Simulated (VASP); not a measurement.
Ti3H, 4 atoms in the cell. The cell holds a slab with vacuum, 4 atoms: a = 2.819 Å, b = 2.819 Å, c = 19.826 Å, α = 90.00°, β = 90.00°, γ = 109.47°. 

| Quantity | Value |
| --- | --- |
| Program | VASP 6.6.1 |
| Task | single point |
| Functional | PBE |
| Potentials or basis | VASP PAW PBE potentials, release 64 (Ti_sv, H) |
| Cutoff | 520 eV |
| k mesh | 10 × 10 × 1 |
| Occupations | gaussian, width 0.1 eV |
| Spin | no spin polarisation |
| Dipole correction | yes |
| Further INCAR settings | ALGO = Normal; EDIFF = 1e-06; NBANDS = 26 |

Potentials or basis: VASP PAW PBE potentials, release 64 (Ti_sv, H).

Launch:

```console
$ cat potpaw_PBE.64/Ti_sv/POTCAR potpaw_PBE.64/H/POTCAR > POTCAR
$ mpirun -np 1 vasp_std > vasp.out
```

Hardware: 1 thread of Intel(R) Xeon(R) 6975P-C (Granite Rapids) (shared host).

Question: Estimate the wall time of this run.

Answer: Run time: 2.8 min on 1 thread of Intel(R) Xeon(R) 6975P-C (Granite Rapids), with other jobs on the host, peak memory 0.33 GiB. Counts: scf iterations 28, k points 31.
